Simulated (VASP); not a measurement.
Write the native input for VASP 6.6.1 that does the following.

* Task: single point
* Functional: PBE
* Potentials or basis: VASP PAW PBE potentials, release 64 (Rh_pv)
* Cutoff: 520 eV
* k mesh: 22 × 22 × 22
* Occupations: gaussian, width 0.15 eV
* Spin: no spin polarisation
* Dipole correction: no
* Further INCAR settings: ALGO = Fast; EDIFF = 1e-07; NBANDS = 14

The structure of Rh lies in POSCAR:

```
Rh
1.0
    0.0000000000      2.0324981345      1.8814835231
    2.0324981345      0.0000000000      1.8814835231
    2.0324981345      2.0324981345      0.0000000000
Rh
1
Direct
    0.0000000000      0.0000000000      0.0000000000
```

This cell differs from its parent crystal: volume 15.545 Å^3 an atom, c/a of the conventional cell 0.9257.

One way to write it, as run:

INCAR

```
PREC = Accurate ; ENCUT = 520
EDIFF = 1E-7 ; ISMEAR = 0
SIGMA = 0.15 ; LREAL = F
LASPH = T ; NELM = 100
ALGO = Fast ; ISIF = 2
LWAVE = F ; LCHARG = F
GGA = PE ; NBANDS = 14
```

KPOINTS

```
regular mesh
0
Gamma
  22 22 22
```

Potentials or basis: VASP PAW PBE potentials, release 64 (Rh_pv).

The run is started by

```bash
$ cat potpaw_PBE.64/Rh_pv/POTCAR > POTCAR
$ mpirun -np 1 vasp_std > vasp.out
```

Results of the run:

```json
{"Pressure": "-19.2 GPa"}
```

It took 94 s on 1 thread of Intel(R) Xeon(R) Platinum 8488C (Sapphire Rapids), on a shared host, peak memory 0.28 GiB.
